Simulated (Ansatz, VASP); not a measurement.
# Zr in VASP and in Ansatz

File POSCAR:

```
Zr
1.0
    3.2320000000      0.0000000000      0.0000000000
   -1.6160000000      2.7989941050      0.0000000000
    0.0000000000      0.0000000000      5.1470000000
Zr
2
Direct
    0.6666666667      0.3333333333      0.7500000000
    0.3333333333      0.6666666667      0.2500000000
```

Contents of INCAR.step1:

```
SYSTEM = Zr
ALGO = Normal
EDIFF = 1E-5
ENCUT = 520
GGA = PE
GGA_COMPAT = .False.
ISIF = 2
ISMEAR = -1
LASPH = .True.
LCHARG = .False.
LMAXMIX = 4
LORBIT = 11
LORBMOM = .True.
LREAL = .False.
LSORBIT = .True.
LWAVE = .True.
MAGMOM = 0 0 0 0 0 0
NBANDS = 36
NELM = 150
PREC = Accurate
SIGMA = 0.05
```

The input INCAR.step2:

```
SYSTEM = Zr
ALGO = Normal
EDIFF = 1E-6
ENCUT = 520
GGA = PE
GGA_COMPAT = .False.
HFSCREEN = 0.2079
ISIF = 2
ISMEAR = -1
ISTART = 1
LASPH = .True.
LCHARG = .False.
LHFCALC = .True.
LMAXMIX = 4
LORBIT = 11
LORBMOM = .True.
LREAL = .False.
LSORBIT = .True.
LWAVE = .False.
MAGMOM = 0 0 0 0 0 0
NBANDS = 36
NELM = 150
PREC = Accurate
PRECFOCK = Normal
SIGMA = 0.05
```

KPOINTS

```
k-points
0
Gamma
  4 4 2
  0 0 0
```

Contents of input.yaml:

```yaml
crystal:
  lattice:
    - [3.232, 0.0, 0.0]
    - [-1.616, 2.798994105, 0.0]
    - [0.0, 0.0, 5.147]
  atoms:
    - { symbol: Zr, position: [0.6666666667, 0.3333333333, 0.75] }
    - { symbol: Zr, position: [0.3333333333, 0.6666666667, 0.25] }
hamiltonian:
  xc: hse06
  pseudopotentials: { kind: paw_fr }
magnetization:
  noncollinear: true
  spin_orbit: true
kpoints:
  mp_grid: { grid: [4, 4, 2] }
scf:
  occupations: { method: fermi_dirac, width: 0.05 }
output:
  forces: true
  stress: true
  eigenvalues: true
```

Alike in both runs: task single point; functional HSE06; k mesh 4 × 4 × 2; occupations fermi-dirac, width 0.05 eV; non-collinear spin, spin-orbit coupling.

|  | VASP | Ansatz |
| --- | --- | --- |
| version | VASP 6.6.1 | Ansatz 0.2.0 |
| potentials or method | VASP PAW PBE potentials, release 64 (Zr_sv) | Ansatz PAW |
| plane-wave cutoff (eV) | 520 | 420 |
| valence electrons in the cell | 24 | 24 |

Ansatz gave:

```
pressure (GPa)                                                : 1.1
traceless stress, the component that is largest in VASP (GPa) : -1.91
net moment per atom (μB)                                      : 0.00
```

Task: What did VASP give for the same quantities?

Result: Pressure (GPa): 0.9; traceless stress, the component that is largest in VASP (GPa): -2.00; net moment per atom (μB): 0.12.

The net moments are unlike, so the other rows may belong to different states.

The k mesh is coarse, so the values compare programs but aren't converged.
